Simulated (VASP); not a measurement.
Pd:

```
CELL_PARAMETERS angstrom
3.90387 0.00000 0.00000
-1.95193 3.38085 0.00000
0.00000 0.00000 2.31941
ATOMIC_POSITIONS crystal
Pd 0.00000 0.00000 0.00000
Pd 0.33333 0.66667 0.50000
Pd 0.66667 0.33333 0.50000
```

Base run:

| Quantity | Value |
| --- | --- |
| Program | VASP 6.6.1 |
| Functional | PBE |
| Dispersion | D3(BJ) |
| Potentials or basis | VASP PAW PBE potentials, release 64 (Pd) |
| Cutoff | 520 eV |
| k mesh | 9 × 9 × 12 |
| Occupations | tetrahedron |
| Spin | no spin polarisation |

Its results: band gap on the k mesh zero (band 15 reaches 19.02 eV, above the bottom of band 16 at 17.12 eV); pressure 197.1 GPa.

Q: The run is repeated on the same cell with these changes: dispersion from D3(BJ) to none; occupations from tetrahedron to fermi-dirac, width 0.1 eV. What comes out?

A: Band gap on the k mesh zero (band 15 reaches 19.03 eV, above the bottom of band 16 at 17.12 eV); pressure 213.3 GPa.

Caveats: pairwise dispersion overbinds metals, which lowers pressure and volume (some runs); tetrahedron occupations give inexact forces and stress in metals (some runs).
